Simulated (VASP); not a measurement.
Here is a VASP 6.6.1 calculation.

File INCAR:

```
SYSTEM = MnO2
  PREC = Accurate
  ENCUT = 520
  EDIFF = 1E-7
  ISMEAR = -1
  SIGMA = 0.03
  LREAL = .FALSE.
  LASPH = .TRUE.
  NELM = 150
  ALGO = Normal
  ISIF = 2
  LWAVE = .FALSE.
  LCHARG = .TRUE.
  ISPIN = 2
  MAGMOM = 4 0 0
  LORBIT = 11
  LMAXMIX = 4
  LDAU = .TRUE.
  LDAUTYPE = 2
  LDAUL = 2 -1
  LDAUU = 4.5 0
  LDAUJ = 0 0
  LDAUPRINT = 1
  GGA = CA
  LELF = .TRUE.
  LVHAR = .TRUE.
  NBANDS = 24
```

The input KPOINTS:

```
regular mesh
0
G
  11 11 6
  0 0 0
```

Contents of POSCAR:

```
MnO2
1.0
    2.8565781804      0.0000000000      0.0000000000
   -1.4282890902      2.4738692722      0.0000000000
    0.0000000000      0.0000000000      4.6013740589
Mn O
1 2
Direct
    0.0000000000      0.0000000000      0.5000000000
    0.6666666667      0.3333333333      0.2937074300
    0.3333333333      0.6666666667      0.7062925700
```

Potentials or basis: VASP PAW LDA potentials, release 64 (Mn_pv, O).

Command:

```console
$ cat potpaw_LDA.64/Mn_pv/POTCAR potpaw_LDA.64/O/POTCAR > POTCAR
$ mpirun -np 1 vasp_std > vasp.out
```

Q: Estimate the pressure.

A: -2.0 GPa.

Q: Predict the band gap on the k mesh.

A: 1.79 eV (least direct gap 1.95 eV).

Forces in eV/Å, atoms in the order of the input:
```
Mn   0.000  0.000  0.000
O    0.000  0.000  0.157
O    0.000  0.000 -0.157
```

Caveat: a cell with one magnetic atom can't hold antiferromagnetic order, which such compounds often take. A k mesh can miss the band edges.
